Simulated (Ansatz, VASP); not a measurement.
**Eu: VASP beside Ansatz**

```xyz
1
Lattice="0.0000 2.7893 2.7893 2.7893 0.0000 2.7893 2.7893 2.7893 0.0000" Properties=species:S:1:pos:R:3 pbc="T T T"
Eu    0.0000    0.0000    0.0000
```

Alike in both runs: task single point; functional PBE; k mesh 9 × 9 × 9; occupations fermi-dirac, width 0.08 eV; collinear spin; Hubbard terms Eu f U = 8.0 eV.

|  | VASP | Ansatz |
| --- | --- | --- |
| version | VASP 6.6.1 | Ansatz 0.2.0 |
| potentials or method | VASP PAW PBE potentials, release 64 (Eu) | PAW with Ansatz's default frozen-core files, scalar-relativistic |
| plane-wave cutoff (eV) | 520 | 420 |
| valence electrons in the cell | 17 | 17 |

```csv
,VASP,Ansatz,Ansatz less VASP
pressure (GPa),1.9,1.5,-0.42
net moment per atom (μB),7.42,7.51,+0.093
size of the moment on the site where the two differ most (μB),6.85,7.24,+0.395
```

Site moments also hang on the region over which each program counts them. The programs project onto different local orbitals, so the same U acts differently, and such runs can settle in different states. Ansatz's warnings: filled band counts differ across k points, stability check not made.

Spin-orbit coupling is off throughout.
